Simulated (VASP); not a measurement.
Set up this calculation in VASP 6.6.1, as the native input.

| Property | Result |
| --- | --- |
| Task | single point |
| Functional | PBEsol |
| Potentials or basis | VASP PAW PBE potentials, release 64 (In_d, P) |
| Cutoff | 520 eV |
| k mesh | 2 × 2 × 2, shifted |
| Occupations | fermi-dirac, width 0.0689 eV |
| Spin | no spin polarisation |
| Dipole correction | no |
| Further INCAR settings | LREAL = Auto; ALGO = Normal; EDIFF = 1e-06; NBANDS = 86; ISYM = 0 |

The structure of InP lies in POSCAR:

```
InP
1.0
    0.0000000000      5.7100000000     -5.7100000000
   -5.7100000000      0.0000000000     -5.7100000000
   -5.7100000000      5.7100000000      0.0000000000
In P
8 8
Direct
    0.5000000000      0.5000000000      0.0000000000
    0.0000000000      0.5000000000      0.0000000000
    0.5000000000      0.0000000000      0.0000000000
    0.0000000000      0.0000000000      0.0000000000
    0.5000000000      0.5000000000      0.5000000000
    0.0000000000      0.5000000000      0.5000000000
    0.5000000000      0.0000000000      0.5000000000
    0.0000000000      0.0000000000      0.5000000000
    0.7500000000      0.7500000000      0.2500000000
    0.2500000000      0.7500000000      0.2500000000
    0.7500000000      0.2500000000      0.2500000000
    0.2500000000      0.2500000000      0.2500000000
    0.7500000000      0.7500000000      0.7500000000
    0.2500000000      0.7500000000      0.7500000000
    0.7500000000      0.2500000000      0.7500000000
    0.2500000000      0.2500000000      0.7500000000
```

The input as run:

INCAR

```
PREC = Accurate ; ENCUT = 520
EDIFF = 1E-6 ; ISMEAR = -1
SIGMA = 0.0689 ; LREAL = Auto
LASPH = True ; NELM = 80
ALGO = Normal ; ISIF = 2
LWAVE = False ; LCHARG = False
GGA = PS ; NBANDS = 86
ISYM = 0
```

KPOINTS

```
Automatic mesh
0
Gamma
  2 2 2
  0.5 0.5 0.5
```

Potentials or basis: VASP PAW PBE potentials, release 64 (In_d, P).

Launch:

```bash
$ cat potpaw_PBE.64/In_d/POTCAR potpaw_PBE.64/P/POTCAR > POTCAR
$ mpirun -np 1 vasp_std > vasp.out
```

It gave:

The pressure is -8.4 GPa. The band gap on the k mesh is zero (bands 72 and 73 overlap by 0.28 eV).

Caveat: the k points lie up to 0.48 Å⁻¹ apart; semilocal functionals underestimate gaps, so a narrow gap can read as zero; the PAW data sets were made with another functional, which shifts forces and pressure a little; spin-orbit coupling is left out, which moves the levels of the heavy elements.

Wall time 21 min on 1 thread of AMD EPYC 7R43 64-Core Processor (Zen 3), with other jobs on the host, peak memory 0.61 GiB.
